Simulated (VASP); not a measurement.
A run of VASP 6.6.1:

Contents of INCAR:

```
SYSTEM = Dy3Be2Se
PREC = Accurate ; ENCUT = 600
EDIFF = 1E-7 ; ISMEAR = 0
SIGMA = 0.1 ; LREAL = .FALSE.
LASPH = .TRUE. ; NELM = 200
ALGO = Normal ; ISIF = 3
LWAVE = .FALSE. ; LCHARG = .FALSE.
GGA = PE ; IBRION = 2
NSW = 100 ; EDIFFG = -0.01
GGA_COMPAT = .FALSE. ; NELMIN = 4
LMAXMIX = 6
```

Contents of KPOINTS:

```
Automatic mesh
0
G
  12 12 4
  0 0 0
```

Contents of POSCAR:

```
Dy3Be2Se
1.0
    3.4798934610      0.0000000000      0.0000000000
    0.0000000000      3.4798934610      0.0000000000
    0.0000000000      0.0000000000     10.1735020114
Dy Be Se
3 2 1
Direct
    0.5000000000      0.5000000000      0.1781420507
    0.5000000000      0.5000000000      0.5000000000
    0.5000000000      0.5000000000      0.8218579493
    0.0000000000      0.0000000000      0.3518155073
    0.0000000000      0.0000000000      0.6481844927
    0.0000000000      0.0000000000      0.0000000000
```

Potentials or basis: VASP PAW PBE potentials, release 64 (Dy_3, Be, Se), 4f in core.

The run is started by

```console
$ cat potpaw_PBE.64/Dy_3/POTCAR potpaw_PBE.64/Be/POTCAR potpaw_PBE.64/Se/POTCAR > POTCAR
$ mpirun -np 1 vasp_std > vasp.out
```

Hardware: 1 thread of AMD EPYC 9R14 (Zen 4), with other jobs on the host.

Q: How long does it take, and how much memory?

A: Run time: 18 min on 1 thread of AMD EPYC 9R14 (Zen 4), with other jobs on the host, peak memory 0.44 GiB. Counts: scf iterations 63, k points 84, ion steps 8.
